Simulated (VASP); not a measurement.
Write the native input for VASP 6.6.1 that does the following.

| Property | Result |
| --- | --- |
| Task | relaxation of cell and atoms |
| Functional | LDA |
| Potentials or basis | VASP PAW LDA potentials, release 64 (Zn) |
| Cutoff | 500 eV |
| k mesh | 11 × 11 × 11 |
| Occupations | fermi-dirac, width 0.1 eV |
| Spin | no spin polarisation |
| Dipole correction | no |
| Further INCAR settings | ALGO = Normal; EDIFF = 1e-07; IBRION = 2; EDIFFG = -0.01; NSW = 80; ISIF = 3 |

The structure of Zn lies in POSCAR:

```
Zn
1.0
    0.0000000000      1.9700000000      1.9700000000
    1.9700000000      0.0000000000      1.9700000000
    1.9700000000      1.9700000000      0.0000000000
Zn
1
Direct
    0.0000000000      0.0000000000      0.0000000000
```

This isn't the form of Zn at room conditions, which is hcp.

The input as run:

INCAR

```
PREC = Accurate
ENCUT = 500
EDIFF = 1E-7
ISMEAR = -1
SIGMA = 0.1
LREAL = F
LASPH = T
NELM = 120
ALGO = Normal
ISIF = 3
LWAVE = F
LCHARG = F
GGA = CA
IBRION = 2
NSW = 80
EDIFFG = -0.01
GGA_COMPAT = F
NELMIN = 4
```

KPOINTS

```
Automatic mesh
0
Gamma
  11 11 11
```

Potentials or basis: VASP PAW LDA potentials, release 64 (Zn).

Launch:

```bash
$ cat potpaw_LDA.64/Zn/POTCAR > POTCAR
$ mpirun -np 1 vasp_std > vasp.out
```

It gave:

- Relaxed volume: 13.62 Å³/atom
- Relaxed cell: a = 2.680 Å, b = 2.680 Å, c = 2.680 Å, α = 60.00°, β = 60.00°, γ = 60.00°
- Space group after relaxing (to 0.1 Å): Fm-3m (No. 225)
- Energy gained by relaxing: 47.1 meV/atom
- Ionic steps: 2
- Pressure after relaxing: 0.0 GPa
- Band gap on the k mesh: zero (bands 6 and 7 overlap by 2.63 eV)

Run time: 5.1 s on 1 thread of Intel(R) Xeon(R) 6975P-C (Granite Rapids), with other jobs on the host, peak memory 0.12 GiB.
